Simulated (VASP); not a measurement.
Here is a VASP 6.6.1 calculation.

Contents of INCAR:

```
SYSTEM = Pt5Se12
PREC = Accurate ; ENCUT = 520
EDIFF = 1E-7 ; ISMEAR = 0
SIGMA = 0.1 ; LREAL = Auto
LASPH = .True. ; NELM = 100
ALGO = Normal ; ISIF = 2
LWAVE = .False. ; LCHARG = .True.
LDIPOL = .True. ; IDIPOL = 3
DIPOL = 0.5 0.5 0.500 ; GGA = PS
LELF = .True. ; LVHAR = .True.
LVACPOTAV = .True. ; NBANDS = 75
```

File KPOINTS:

```
regular mesh
0
Gamma
  9 5 1
  0 0 0
```

The input POSCAR:

```
Pt5Se12
1.0
    3.7607248992      0.0000000000      0.0000000000
    0.0000000000      8.1290185437      0.0000000000
    0.0000000000      0.0000000000     26.1245932298
Se Pt
12 5
Direct
    0.0000000000      0.3073275223      0.2870858097
    0.5000000000      0.0137117495      0.3399934553
    0.5000000000      0.6283667940      0.3616699567
    0.0000000000      0.3347510212      0.4145776023
    0.0000000000      0.9494060657      0.4362541037
    0.5000000000      0.6557902930      0.4891617493
    0.5000000000      0.2704453375      0.5108382507
    0.0000000000      0.9768295647      0.5637458963
    0.0000000000      0.5914846092      0.5854223977
    0.5000000000      0.2978688365      0.6383300433
    0.5000000000      0.9125238810      0.6600065447
    0.0000000000      0.6189081082      0.7129141903
    0.5000000000      0.3210392717      0.3508317060
    0.0000000000      0.6420785435      0.4254158530
    0.5000000000      0.9631178152      0.5000000000
    0.0000000000      0.2841570870      0.5745841470
    0.5000000000      0.6051963587      0.6491682940
```

Potentials or basis: VASP PAW PBE potentials, release 64 (Se, Pt).

Launch:

```sh
$ cat potpaw_PBE.64/Se/POTCAR potpaw_PBE.64/Pt/POTCAR > POTCAR
$ mpirun -np 1 vasp_std > vasp.out
```

Task: Estimate the largest force.

Result: 0.683 eV/Å.

Task: Estimate the band gap on the k mesh.

Result: Zero (bands 61 and 62 overlap by 0.42 eV).

Forces on the atoms (eV/Å):
```
Se   0.000 -0.111  0.596
Se   0.000  0.537  0.175
Se   0.000  0.256 -0.005
Se   0.000  0.024 -0.229
Se   0.000  0.114 -0.673
Se   0.000  0.174 -0.033
Se   0.000 -0.174  0.033
Se   0.000 -0.114  0.673
Se   0.000 -0.024  0.229
Se   0.000 -0.256  0.005
Se   0.000 -0.537 -0.175
Se   0.000  0.111 -0.596
Pt   0.000 -0.581  0.010
Pt   0.000 -0.249 -0.012
Pt   0.000  0.000  0.000
Pt   0.000  0.249  0.012
Pt   0.000  0.581 -0.010
```

Caveat: the PAW data sets were made with another functional, which shifts forces and pressure a little; spin-orbit coupling is left out, which moves the levels of the heavy elements.
